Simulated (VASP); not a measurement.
Set up this calculation in VASP 6.6.1, as the native input.

```
Task                   : single point
Functional             : revPBE
Potentials or basis    : VASP PAW PBE potentials, release 64 (Pt)
Cutoff                 : 520 eV
k mesh                 : 16 × 16 × 16
Occupations            : fermi-dirac, width 0.1 eV
Spin                   : no spin polarisation
Dipole correction      : no
Further INCAR settings : ALGO = Normal; EDIFF = 1e-06; NBANDS = 11
```

The structure of Pt lies in POSCAR:

```
Pt
1.0
   -1.6502589526      1.6502589526      1.6502589526
    1.6502589526     -1.6502589526      1.6502589526
    1.6502589526      1.6502589526     -1.6502589526
Pt
1
Direct
    0.0000000000      0.0000000000      0.0000000000
```

This cell differs from its parent crystal: volume scaled by 1.12.

One way to write it, as run:

INCAR

```
SYSTEM = Pt
PREC = Accurate
ENCUT = 520
EDIFF = 1E-6
ISMEAR = -1
SIGMA = 0.1
LREAL = .False.
LASPH = .True.
NELM = 60
ALGO = Normal
ISIF = 2
LWAVE = .False.
LCHARG = .False.
GGA = RE
NBANDS = 11
```

KPOINTS

```
Automatic mesh
0
Gamma
  16 16 16
  0 0 0
```

Potentials or basis: VASP PAW PBE potentials, release 64 (Pt).

Launch:

```console
$ cat potpaw_PBE.64/Pt/POTCAR > POTCAR
$ mpirun -np 1 vasp_std > vasp.out
```

Results of the run:

```json
{
 "Pressure": "-18.7 GPa",
 "Band gap on the k mesh": "zero (band 5 reaches 8.91 eV, above the bottom of band 6 at 7.21 eV)"
}
```

Caveat: the PAW data sets were made with another functional, which shifts forces and pressure a little; spin-orbit coupling is left out, which moves the levels of the heavy elements.

Run time: 43 s on 1 thread of AMD EPYC 7R43 64-Core Processor (Zen 3), on a shared host, peak memory 0.13 GiB.
